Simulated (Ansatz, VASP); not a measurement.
**Two plane-wave programs on LiCl**

INCAR

```
  PREC = Accurate
  ENCUT = 520
  EDIFF = 1E-7
  ISMEAR = 0
  SIGMA = 0.01
  LREAL = F
  LASPH = T
  NELM = 80
  ALGO = Normal
  ISIF = 2
  LWAVE = F
  LCHARG = T
  GGA = PE
  LELF = T
  LVHAR = T
  NBANDS = 12
```

Contents of KPOINTS:

```
Automatic mesh
0
Gamma
  8 8 8
```

The input POSCAR:

```
LiCl
1.0
    0.0000000000      2.6006338986      2.6006338986
    2.6006338986      0.0000000000      2.6006338986
    2.6006338986      2.6006338986      0.0000000000
Li Cl
1 1
Direct
    0.0000000000      0.0000000000      0.0000000000
    0.5000000000      0.5000000000      0.5000000000
```

Input for Ansatz:

```yaml
crystal:
  lattice:
    - [0.0, 2.6006338986, 2.6006338986]
    - [2.6006338986, 0.0, 2.6006338986]
    - [2.6006338986, 2.6006338986, 0.0]
  atoms:
    - { symbol: Li, position: [0.0, 0.0, 0.0] }
    - { symbol: Cl, position: [0.5, 0.5, 0.5] }
kpoints:
  mp_grid: { grid: [8, 8, 8] }
hamiltonian:
  xc: pbe
scf:
  occupations: { method: fixed }
  n_extra_bands: 4
output:
  forces: true
  stress: true
  eigenvalues: true
```

Alike in both runs: task single point; functional PBE; k mesh 8 × 8 × 8; no spin polarisation.

|  | VASP | Ansatz |
| --- | --- | --- |
| version | VASP 6.6.1 | Ansatz 0.2.0 |
| potentials or method | VASP PAW PBE potentials, release 64 (Li_sv, Cl) | plane waves, PAW |
| plane-wave cutoff (eV) | 520 | 420 |
| occupations | gaussian, width 0.01 eV | fixed |
| valence electrons in the cell | 10 | 10 |

Ansatz gave:

| Quantity | Value |
| --- | --- |
| gap on the k mesh at the Fermi level (eV) | 6.10 |

Problem. Estimate VASP's values.

Solution. gap on the k mesh at the Fermi level (eV): 6.11.

Noted on VASP's run: the cutoff is short for stress, so the pressure is rough.
